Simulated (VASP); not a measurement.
Cd2P: single point with PBE

Crystal: Cd2P.

```xyz
3
Lattice="0.0000 3.2712 3.2712 3.2712 0.0000 3.2712 3.2712 3.2712 0.0000" Properties=species:S:1:pos:R:3 pbc="T T T"
Cd    1.6356    1.6356    1.6356
Cd    4.9068    4.9068    4.9068
P     3.2712    3.2712    3.2712
```

```json
{"Program": "VASP 6.6.1", "Task": "single point", "Functional": "PBE", "Potentials or basis": "VASP PAW PBE potentials, release 64 (Cd, P)", "Cutoff": "520 eV", "k mesh": "4 × 4 × 4", "Occupations": "gaussian, width 0.1 eV", "Spin": "no spin polarisation"}
```

```json
{"Pressure": "0.4 GPa"}
```

Levels at points of the mesh, in eV from the Fermi level:
```tsv
k point	band 13	band 14	band 15	band 16	band 17	band 18
(0.00, 0.00, 0.00)	-1.01	-1.01	-1.01	1.84	1.84	1.84
(0.50, 0.00, 0.00)	-1.80	-1.80	-1.54	2.73	2.73	4.25
(0.50, 0.50, 0.00)	-3.27	-3.27	-0.91	0.27	4.48	6.29
```

Wall time 10 s on 1 thread of AMD EPYC 9R45 96-Core Processor (Zen 5) (shared host), peak memory 0.17 GiB.

Caveat: the k points lie up to 0.42 Å⁻¹ apart.
